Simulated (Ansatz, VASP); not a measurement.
# Ta in VASP and in Ansatz

The input INCAR:

```
SYSTEM = Ta
PREC = Accurate ; ENCUT = 500
EDIFF = 1E-7 ; ISMEAR = 1
SIGMA = 0.2128 ; LREAL = .FALSE.
LASPH = .TRUE. ; NELM = 120
ALGO = Normal ; ISIF = 3
LWAVE = .FALSE. ; LCHARG = .FALSE.
GGA = PE ; IBRION = 2
NSW = 60 ; EDIFFG = -0.01
GGA_COMPAT = .FALSE. ; NELMIN = 4
```

Contents of KPOINTS:

```
regular mesh
0
G
  7 7 7
  0 0 0
```

Contents of POSCAR:

```
Ta
1.0
   -1.6678670000      1.6678670000      1.6678670000
    1.6678670000     -1.6678670000      1.6678670000
    1.6678670000      1.6678670000     -1.6678670000
Ta
1
Direct
    0.0000000000      0.0000000000      0.0000000000
```

Input for Ansatz:

```yaml
crystal:
  lattice:
    - [-1.667867, 1.667867, 1.667867]
    - [1.667867, -1.667867, 1.667867]
    - [1.667867, 1.667867, -1.667867]
  atoms:
    - { symbol: Ta, position: [0.0, 0.0, 0.0] }
  symmetry: { tolerance: 0.0003 }
kpoints:
  mp_grid: { grid: [7, 7, 7], shift: [0, 0, 0] }
magnetization:
  spin_polarized: false
scf:
  occupations: { method: cold, width: 0.2128 }
hamiltonian:
  pseudopotentials: { kind: paw }
  xc: pbe
basis:
  ecutwfc: 420
output:
  forces: true
  stress: true
  eigenvalues: true
relax:
  max_steps: 40
  cell: {}
```

Alike in both runs: task relaxation of cell and atoms; functional PBE; k mesh 7 × 7 × 7; no spin polarisation.

```csv
,VASP,Ansatz
version,VASP 6.6.1,Ansatz 0.2.0
potentials or method,"VASP PAW PBE potentials, release 64 (Ta_pv), cutoff 500 eV",PAW plane waves
occupations,"methfessel-paxton of order 1, width 0.2128 eV","cold, width 0.2128 eV"
valence electrons in the cell,11,13
```

|  | VASP | Ansatz | Ansatz less VASP |
| --- | --- | --- | --- |
| gap on the k mesh at the Fermi level, each at its own relaxed structure (eV) | none | none | - |
| relaxed volume (Å³/atom) | 18.34 | 18.34 | -0.001 |
| relaxed cell length with the largest relative difference (Å) | 2.878 | 2.878 | 0.0000 |

A gap of «none» marks a metal or a gap that the smearing closes. VASP's potentials hold 11 valence electrons a cell and Ansatz's 13, so a difference there can come from the potentials and not from the codes.

The k mesh is coarse, so the values compare programs but aren't converged. Spin-orbit coupling is off throughout.
